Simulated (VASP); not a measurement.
A run of VASP 6.6.1:

File INCAR:

```
PREC = Accurate
ENCUT = 520
EDIFF = 1E-7
ISMEAR = 0
SIGMA = 0.01
LREAL = F
LASPH = T
NELM = 80
ALGO = Normal
ISIF = 2
LWAVE = F
LCHARG = F
NBANDS = 16
```

File KPOINTS:

```
regular mesh
0
Gamma
  10 10 10
```

Contents of POSCAR:

```
AgCl
1.0
    0.0000000000      2.6647323907      2.6647323907
    2.6647323907      0.0000000000      2.6647323907
    2.6647323907      2.6647323907      0.0000000000
Ag Cl
1 1
Direct
    0.5000000000      0.5000000000      0.5000000000
    0.0000000000      0.0000000000      0.0000000000
```

Potentials or basis: VASP PAW LDA potentials, release 64 (Ag, Cl).

Launch:

```console
$ cat potpaw_LDA.64/Ag/POTCAR potpaw_LDA.64/Cl/POTCAR > POTCAR
$ mpirun -np 1 vasp_std > vasp.out
```

Hardware: 1 thread of Intel(R) Xeon(R) 6975P-C (Granite Rapids), on a shared host.

Q: Estimate the wall time of this run.

A: Wall time 9.2 s on 1 thread of Intel(R) Xeon(R) 6975P-C (Granite Rapids), with other jobs on the host, peak memory 0.15 GiB. Counts: scf iterations 12, k points 47.
